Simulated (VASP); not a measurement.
A run of VASP 6.6.1:

POSCAR

```
Al
1.0
    2.8642811953      0.0000000000      0.0000000000
   -1.4321405977      2.4805402787      0.0000000000
    0.0000000000      0.0000000000      4.6401355364
Al
2
Direct
    0.3333333333      0.6666666667      0.2500000000
    0.6666666667      0.3333333333      0.7500000000
```

File INCAR.step1:

```
PREC     = Accurate       # precision mode
ENCUT    = 520            # plane-wave cutoff, eV
ISMEAR   = -1             # smearing method
SIGMA    = 0.05           # smearing width, eV
LREAL    = F              # projectors in reciprocal space
LASPH    = T              # aspherical terms in the spheres
NELM     = 60             # most SCF steps
NBANDS   = 10             # bands
GGA      = PE             # functional
ALGO     = Normal         # electronic algorithm
EDIFF    = 1E-4           # SCF threshold, eV
LWAVE    = T              # write WAVECAR
LCHARG   = F              # write CHGCAR
```

File INCAR.step2:

```
PREC     = Accurate       # precision mode
ENCUT    = 520            # plane-wave cutoff, eV
EDIFF    = 1E-8           # SCF threshold, eV
ISMEAR   = -1             # smearing method
SIGMA    = 0.05           # smearing width, eV
LREAL    = F              # projectors in reciprocal space
LASPH    = T              # aspherical terms in the spheres
NELM     = 60             # most SCF steps
ALGO     = Normal         # electronic algorithm
ISIF     = 2              # what is computed and relaxed
LWAVE    = F              # write WAVECAR
LCHARG   = F              # write CHGCAR
METAGGA  = R2SCAN         # meta-GGA
LMIXTAU  = T            
LEFG     = T            
NBANDS   = 10             # bands
ISTART   = 1
```

KPOINTS

```
regular mesh
0
Gamma
  12 12 7
```

Potentials or basis: VASP PAW PBE potentials, release 64 (Al).

Command:

```console
$ cat potpaw_PBE.64/Al/POTCAR > POTCAR
$ cp INCAR.step1 INCAR
$ mpirun -np 1 vasp_std > vasp.out
$ cp INCAR.step2 INCAR
$ mpirun -np 1 vasp_std > vasp.out
```

Hardware: 1 thread of Intel(R) Xeon(R) 6975P-C (Granite Rapids) (shared host).

**Question.** Estimate the wall time of this run.

**Answer.** It took 44 s on 1 thread of Intel(R) Xeon(R) 6975P-C (Granite Rapids), with other jobs on the host, peak memory 0.15 GiB. Counts: k points 76.
